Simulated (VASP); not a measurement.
Input of a VASP 6.6.1 run:

File INCAR:

```
ALGO = Normal ; EDIFF = 1E-6
ENCUT = 520 ; GGA = CA
ISIF = 2 ; ISMEAR = -1
LASPH = T ; LCHARG = T
LELF = T ; LREAL = Auto
LVHAR = T ; LWAVE = F
NBANDS = 36 ; NELECT = 38.0
NELM = 80 ; PREC = Accurate
SIGMA = 0.05
```

The input KPOINTS:

```
k-points
0
Gamma
  2 2 2
```

Contents of POSCAR:

```
Li3B4H16
1.0
    7.0898130000      0.0000000000      0.0000000000
    0.0000000000      4.4247970000      0.0000000000
    0.0000000000      0.0000000000      6.7527790000
Li B H
3 4 16
Direct
    0.1736717174      0.3624799059      0.1277548103
    0.6921621205      0.8601072546      0.8564473974
    0.3951303088      0.5595736934      0.6295926462
    0.1963662511      0.2001447750      0.4977506298
    0.6965910102      0.7276718005      0.5596954972
    0.3362288963      0.7810075807      0.9444259911
    0.8175674027      0.2723062776     -0.0051090077
    0.4243412344      0.7949743231      1.1047599810
    0.9720425630      0.3457785747      0.0614413710
    0.0646279387      0.2593339310      0.4109715422
    0.6606098073      0.5694498527      0.4189978674
    0.8316016233      0.1732056860     -0.1739135843
    0.1670142781      0.8368971503      0.9775234759
    0.5813129345      0.9639764265      0.5589698700
    0.2425310795     -0.0391204387      0.5754963993
    0.6974231901      0.4681570703      1.0096139678
    0.2899935443      0.5171536683     -0.1181883784
    0.8359176751      0.8875661415      0.5520541987
    0.1174925206      0.3227492696      0.6330282688
    0.3600377048      0.2741594699      0.4117860217
    0.6316809766      0.5621500828      0.6858509660
    0.4084028732      0.9535578694      0.7843585582
    0.7591737610      0.0909872250      0.1094512348
```

Potentials or basis: VASP PAW LDA potentials, release 64 (Li_sv, B, H).

Launch:

```sh
$ cat potpaw_LDA.64/Li_sv/POTCAR potpaw_LDA.64/B/POTCAR potpaw_LDA.64/H/POTCAR > POTCAR
$ mpirun -np 1 vasp_std > vasp.out
```

Problem. Predict the largest force.

Solution. 2.834 eV/Å.

Forces on the atoms (eV/Å):
```
Li   1.052 -0.128  0.478
Li  -0.191 -0.190  0.501
Li  -0.237  0.394 -0.312
B    2.769 -0.465  0.385
B   -1.889  1.427 -1.274
B   -0.350  0.267 -0.834
B    0.176  0.246  0.018
H   -0.043 -0.279 -0.675
H   -1.235  0.144 -0.580
H   -1.670 -0.432 -2.201
H    0.234  0.190 -0.558
H    0.268  0.428  0.102
H    0.269  0.822 -0.003
H    0.353 -1.246 -0.092
H   -0.751 -0.256 -0.860
H    0.250  0.322 -0.122
H    0.940  0.459  0.312
H    0.504 -0.938  0.586
H    0.975  0.987  0.882
H   -1.385  0.357  0.806
H    1.068  0.055  0.756
H   -0.926 -1.344  2.288
H   -0.180 -0.821  0.395
```

Caveat: the k points lie up to 0.71 Å⁻¹ apart; the cell carries a net charge on a neutralising background, which shifts energy and pressure.
